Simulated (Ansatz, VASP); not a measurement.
## One calculation of ZrH, two programs

Contents of INCAR:

```
PREC = Accurate
ENCUT = 520
EDIFF = 1E-6
ISMEAR = 0
SIGMA = 0.1
LREAL = F
LASPH = T
NELM = 80
ALGO = Normal
ISIF = 2
LWAVE = F
LCHARG = T
GGA = PS
LELF = T
LVHAR = T
NBANDS = 14
```

Contents of KPOINTS:

```
Automatic mesh
0
Gamma
  14 14 16
```

The input POSCAR:

```
ZrH
1.0
   -1.7338505014      1.6980375957      2.6210038174
    1.6980375957     -1.7338505014      2.6210038174
    1.6680941814      1.6680941814     -2.6445117018
Zr H
1 1
Direct
   -0.0129041305      0.0129041305      0.0000000000
    0.7629041305      0.2370958695      0.5000000000
```

Input for Ansatz:

```yaml
crystal:
  lattice:
    - [-1.7338505014, 1.6980375957, 2.6210038174]
    - [1.6980375957, -1.7338505014, 2.6210038174]
    - [1.6680941814, 1.6680941814, -2.6445117018]
  atoms:
    - { symbol: Zr, position: [-0.0129041305, 0.0129041305, 0.0] }
    - { symbol: H, position: [0.7629041305, 0.2370958695, 0.5] }
basis:
  ecutwfc: 420
kpoints:
  mp_grid: { grid: [14, 14, 16] }
hamiltonian:
  xc: pbesol
scf:
  occupations: { method: gaussian, width: 0.1 }
output:
  forces: true
  stress: true
  eigenvalues: true
```

Alike in both runs: task single point; functional PBEsol; k mesh 14 × 14 × 16; occupations gaussian, width 0.1 eV; no spin polarisation.

|  | VASP | Ansatz |
| --- | --- | --- |
| version | VASP 6.6.1 | Ansatz 0.2.0 |
| potentials or method | VASP PAW PBE potentials, release 64 (Zr_sv, H), cutoff 520 eV | scalar-relativistic, plane waves, PAW |
| valence electrons in the cell | 13 | 13 |

Ansatz gave:

| Property | Result |
| --- | --- |
| gap on the k mesh at the Fermi level (eV) | none |
| pressure (GPa) | -12.5 |
| traceless stress, the component that is largest in VASP (GPa) | -1.27 |
| rms of the force components (eV/Å) | 0.223 |

Q: Estimate VASP's values.

A: gap on the k mesh at the Fermi level (eV): none; pressure (GPa): -12.4; traceless stress, the component that is largest in VASP (GPa): -1.27; rms of the force components (eV/Å): 0.223.

VASP's potentials were made for PBE, not for PBEsol. Atom by atom the forces differ by 0.001 eV/Å (rms over components). A gap of «none» marks a metal or a gap that the smearing closes.
